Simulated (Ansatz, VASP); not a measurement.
# Two plane-wave programs on PbSe

```
CELL_PARAMETERS angstrom
3.88857 -0.59824 -0.59824
-0.59824 3.88857 -0.59824
-0.59824 -0.59824 3.88857
ATOMIC_POSITIONS crystal
Pb 0.00000 0.00000 0.00000
Se 0.50000 0.50000 0.50000
```

Alike in both runs: task single point; functional PBE; dispersion D3(BJ); k mesh 14 × 14 × 14; occupations gaussian, width 0.15 eV; no spin polarisation.

```csv
,VASP,Ansatz
version,VASP 6.6.1,Ansatz 0.2.0
potentials or method,"VASP PAW PBE potentials, release 64 (Pb_d, Se), cutoff 520 eV","scalar-relativistic, plane waves, PAW"
valence electrons in the cell,20,30
```

VASP gave:

```
gap on the k mesh at the Fermi level (eV)                     : none
pressure (GPa)                                                : 24.6
traceless stress, the component that is largest in VASP (GPa) : 23.48
```

Task: Which values does Ansatz return?

Result: gap on the k mesh at the Fermi level (eV): none; pressure (GPa): 24.7; traceless stress, the component that is largest in VASP (GPa): 23.60.

A gap of «none» marks a metal or a gap that the smearing closes. VASP's potentials hold 20 valence electrons a cell and Ansatz's 30, so a difference there can come from the potentials and not from the codes.

Spin-orbit coupling is off throughout.
